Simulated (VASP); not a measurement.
Wanted: the native input for a VASP 6.6.1 run.

| Property | Result |
| --- | --- |
| Task | single point |
| Functional | r2SCAN |
| Potentials or basis | VASP PAW PBE potentials, release 64 (B, N) |
| Cutoff | 520 eV |
| k mesh | 12 × 12 × 6 |
| Occupations | gaussian, width 0.05 eV |
| Spin | no spin polarisation |
| Dipole correction | no |
| Further INCAR settings | ALGO = Normal; EDIFF = 1e-07; NBANDS = 16 |

The system is BN.

```
B N
1.0
     2.55394    0.00000    0.00000
    -1.27697    2.21178    0.00000
     0.00000    0.00000    4.22685
B N
2 2
Direct
  0.66667 0.33333 0.99972
  0.33333 0.66667 0.49972
  0.57932 0.26939 0.62528
  0.33333 0.66667 0.12528
```

This cell differs from its parent crystal: atom 3 (N) moved by (-0.200, +0.000) A along [1 1 0] and z.

One way to write it, as run:

POSCAR

```
BN
1.0
    2.5539396017      0.0000000000      0.0000000000
   -1.2769698009      2.2117765748      0.0000000000
    0.0000000000      0.0000000000      4.2268550000
B N
2 2
Direct
    0.6666666667      0.3333333333      0.9997240000
    0.3333333333      0.6666666667      0.4997240000
    0.5793227787      0.2693931696      0.6252760000
    0.3333333333      0.6666666667      0.1252760000
```

INCAR.step1

```
SYSTEM = BN
PREC = Accurate
ENCUT = 520
ISMEAR = 0
SIGMA = 0.05
LREAL = .False.
LASPH = .True.
NELM = 100
NBANDS = 16
GGA = PE
ALGO = Normal
EDIFF = 1E-4
LWAVE = .True.
LCHARG = .False.
```

INCAR.step2

```
SYSTEM = BN
PREC = Accurate
ENCUT = 520
EDIFF = 1E-7
ISMEAR = 0
SIGMA = 0.05
LREAL = .False.
LASPH = .True.
NELM = 100
ALGO = Normal
ISIF = 2
LWAVE = .False.
LCHARG = .False.
METAGGA = R2SCAN
LMIXTAU = .True.
NBANDS = 16
ISTART = 1
```

KPOINTS

```
regular mesh
0
Gamma
  12 12 6
  0 0 0
```

Potentials or basis: VASP PAW PBE potentials, release 64 (B, N).

The run is started by

```sh
$ cat potpaw_PBE.64/B/POTCAR potpaw_PBE.64/N/POTCAR > POTCAR
$ cp INCAR.step1 INCAR
$ mpirun -np 1 vasp_std > vasp.out
$ cp INCAR.step2 INCAR
$ mpirun -np 1 vasp_std > vasp.out
```

Results of the run:

- Pressure: 1.4 GPa
- Largest force: 4.187 eV/Å
- Band gap on the k mesh: 4.84 eV (least direct gap 7.81 eV)

Caveat: the cell differs from its parent crystal (atom 3 (N) moved by (-0.200, +0.000) A along [1 1 0] and z); the PAW data sets were made with another functional, which shifts forces and pressure a little.

Wall time 5.7 min on 1 thread of Intel(R) Xeon(R) Platinum 8488C (Sapphire Rapids) (shared host), peak memory 0.24 GiB.
